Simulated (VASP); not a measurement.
# CuO (C2/c) in VASP: notebook, part 2 of 2

VASP 6.6.1. The steps go on from the part before.

### Step 4. Single point, PBE+U, collinear spin

INCAR reads:

```
SYSTEM = CuO
PREC = Accurate
ENCUT = 520
EDIFF = 1E-6
ISMEAR = -1
SIGMA = 0.1
LREAL = .False.
LASPH = .True.
NELM = 150
ALGO = Normal
ISIF = 2
LWAVE = .False.
LCHARG = .False.
ISPIN = 2
MAGMOM = 0 0 1 0
LORBIT = 11
LMAXMIX = 4
LDAU = .True.
LDAUTYPE = 2
LDAUL = -1 2
LDAUU = 0 4
LDAUJ = 0 0
LDAUPRINT = 1
GGA = PE
NBANDS = 29
```

KPOINTS reads:

```
Automatic mesh
0
Gamma
  7 7 4
  0 0 0
```

POSCAR reads:

```
CuO
1.0
    2.3415000000     -1.7101500000      0.0000000000
    2.3415000000      1.7101500000      0.0000000000
   -0.8640400000      0.0000000000      5.0511300000
O Cu
2 2
Direct
    0.5830000000      0.4170000000      0.2500000000
    0.4170000000      0.5830000000      0.7500000000
    0.0000000000      0.5000000000      0.0000000000
    0.5000000000      0.0000000000      0.5000000000
```

Potentials or basis: VASP PAW PBE potentials, release 64 (O, Cu).

Started as:

```
cat potpaw_PBE.64/O/POTCAR potpaw_PBE.64/Cu/POTCAR > POTCAR
mpirun -np 1 vasp_std > vasp.out
```

OUTCAR:

```text
SYSTEM = CuO
   PREC = Accurate
   ENCUT = 520
   EDIFF = 1E-6
   ISMEAR = -1
   LREAL = .False.
   LASPH = .True.
   NELM = 150
   ISIF = 2
   ISPIN = 2
   LORBIT = 11
   GGA = PE

 ion  position               nearest neighbor table
   1  0.583  0.417  0.250-   4 1.95   3 1.95   4 1.96   3 1.96
   2  0.417  0.583  0.750-   3 1.95   4 1.95   4 1.96   3 1.96
   3  0.000  0.500  0.000-   1 1.95   2 1.95   2 1.96   1 1.96
   4  0.500  0.000  0.500-   2 1.95   1 1.95   2 1.96   1 1.96

  LATTYP: Found a base centered monoclinic cell.
 ALAT       =     4.6830000000
 B/A-ratio  =     0.7303651505
 C/A-ratio  =     1.0942767383
 COS(beta)  =    -0.1686096874

  Lattice vectors:

 A1 = (   2.3415000000,  -1.7101500000,   0.0000000000)
 A2 = (   2.3415000000,   1.7101500000,   0.0000000000)
 A3 = (  -0.8640400000,   0.0000000000,   5.0511300000)

Analysis of symmetry for initial positions (statically):
=====================================================================
 Subroutine PRICEL returns:
 Original cell was already a primitive cell.

 Routine SETGRP: Setting up the symmetry group for a
 base centered monoclinic supercell.
[... 1814 lines left out ...]
  --------------------------------------------------------------------------------------
  -------------------------------------------------------------------------------------
  Total        0.9397604      1.1530050      1.1673748      0.0028442      0.0005681     -0.0201134
  in kB       37.2203794     45.6661979     46.2353338      0.1126499      0.0224988     -0.7966180
  external PRESSURE =      43.0406370 kB  Pullay stress =       0.0000000 kB

 VOLUME and BASIS-vectors are now :
 -----------------------------------------------------------------------------
  energy-cutoff  :      520.00
  volume of cell :       40.45
      direct lattice vectors                 reciprocal lattice vectors
     2.341500000 -1.710150000  0.000000000     0.213538330 -0.292372014  0.036527601
     2.341500000  1.710150000  0.000000000     0.213538330  0.292372014  0.036527601
    -0.864040000  0.000000000  5.051130000     0.000000000  0.000000000  0.197975503

 POSITION                                       TOTAL-FORCE (eV/Angst)
 -----------------------------------------------------------------------------------
      2.12549     -0.28388      1.26278        -0.000005      0.046303     -0.000163
      1.69347      0.28388      3.78835         0.000005     -0.046303      0.000163
      1.17075      0.85508      0.00000        -0.000000      0.000000      0.000000
      0.73873     -0.85508      2.52556        -0.000000      0.000000      0.000000
 -----------------------------------------------------------------------------------
    total drift:                                0.000000     -0.000000     -0.000000

  FREE ENERGIE OF THE ION-ELECTRON SYSTEM (eV)
  ---------------------------------------------------
  free  energy   TOTEN  =       -17.2410086546 eV

  energy  without entropy=      -17.2379665582  energy(sigma->0) =      -17.23948761

 total charge

# of ion       s       p       d       tot
------------------------------------------
    1        1.562   3.428   0.000   4.990
    2        1.562   3.428   0.000   4.990
    3        0.376   0.389   9.161   9.926
    4        0.376   0.389   9.161   9.926
--------------------------------------------------
tot          3.876   7.634  18.321  29.832

 magnetization (x)

# of ion       s       p       d       tot
------------------------------------------
    1       -0.000   0.000   0.000   0.000
    2       -0.000   0.000   0.000   0.000
    3       -0.006  -0.007   0.584   0.570
    4        0.006   0.007  -0.584  -0.570
--------------------------------------------------
tot         -0.000   0.000  -0.000  -0.000
```

OSZICAR:

```text
N       E                     dE             d eps       ncg     rms          rms(c)
DAV:   1     0.304397317985E+03    0.30440E+03   -0.15543E+04 12681   0.186E+03
DAV:   2     0.183699050086E+02   -0.28603E+03   -0.25825E+03 11627   0.380E+02
DAV:   3    -0.198886513055E+02   -0.38259E+02   -0.35959E+02 12880   0.142E+02
DAV:   4    -0.210323604968E+02   -0.11437E+01   -0.11358E+01 13738   0.272E+01
DAV:   5    -0.210513394182E+02   -0.18979E-01   -0.18977E-01 13235   0.339E+00    0.152E+01
DAV:   6    -0.182807344546E+02    0.27706E+01   -0.18436E+01 16210   0.126E+02    0.105E+01
DAV:   7    -0.169473498503E+02    0.13334E+01   -0.51550E+00 14573   0.795E+01    0.320E+00
DAV:   8    -0.170491343001E+02   -0.10178E+00   -0.11680E+00 17969   0.216E+01    0.277E+00
DAV:   9    -0.171672085179E+02   -0.11807E+00   -0.30060E-01 16972   0.152E+01    0.286E+00
DAV:  10    -0.172526475585E+02   -0.85439E-01   -0.27655E-01 17456   0.153E+01    0.179E+00
DAV:  11    -0.171758941768E+02    0.76753E-01   -0.16932E-01 18616   0.181E+01    0.205E+00
DAV:  12    -0.172275111211E+02   -0.51617E-01   -0.74920E-02 17601   0.635E+00    0.995E-01
DAV:  13    -0.172401859811E+02   -0.12675E-01   -0.20869E-02 18795   0.491E+00    0.152E-01
DAV:  14    -0.172409767169E+02   -0.79074E-03   -0.52170E-03 17613   0.827E-01    0.604E-02
DAV:  15    -0.172409209402E+02    0.55777E-04   -0.40193E-04 18439   0.476E-01    0.557E-02
DAV:  16    -0.172409850005E+02   -0.64060E-04   -0.72098E-05 17468   0.238E-01    0.299E-02
DAV:  17    -0.172410078382E+02   -0.22838E-04   -0.48198E-05 16659   0.216E-01    0.660E-03
DAV:  18    -0.172410086546E+02   -0.81640E-06   -0.72188E-06 16759   0.466E-02
   1 F= -.17241009E+02 E0= -.17239488E+02  d E =-.304210E-02  mag=     0.0002
```

stdout:

```text
POSCAR found type information on POSCAR O Cu
 POSCAR found :  2 types and       4 ions
 scaLAPACK will be used
 LDA part: xc-table for (Slater+PW92), standard interpolation
 POSCAR, INCAR and KPOINTS ok, starting setup
 FFT: planning ... GRIDC
 FFT: planning ... GRID_SOFT
 FFT: planning ... GRID
 WAVECAR not read
 entering main loop
```

It took 2 min on 1 thread of Intel Xeon 6975P-C (Granite Rapids), shared host; peak memory 0.29 GiB.

Results:

```yaml
Free_energy: -17.2410 eV
Pressure: 4.3 GPa
Largest_force: 0.046 eV/Å
Band_gap_on_the_k_mesh: 0.60 eV, indirect (least direct gap 0.88 eV)
Net_moment: 0.00 μB per cell
Site_moments: O +0.00; Cu +0.57, -0.57 μB
Valence_electrons_inside_the_program's_atomic_spheres: O 4.99; Cu 9.93
```

Forces in eV/Å, atoms in the order of the input:
```
O    0.000  0.046  0.000
O    0.000 -0.046  0.000
Cu   0.000  0.000  0.000
Cu   0.000  0.000  0.000
```

Stress tensor (GPa, compression positive):
```
 3.72  0.01 -0.08
 0.01  4.57  0.00
-0.08  0.00  4.62
```

Eigenvalues of the final occupation matrices:
```tsv
site	spin	trace	eigenvalues
site 3 d	1	4.88	0.96 0.97 0.97 0.98 1.01
site 3 d	2	4.30	0.43 0.95 0.97 0.97 0.98
site 4 d	1	4.30	0.43 0.95 0.97 0.97 0.98
site 4 d	2	4.88	0.96 0.97 0.97 0.98 1.01
```
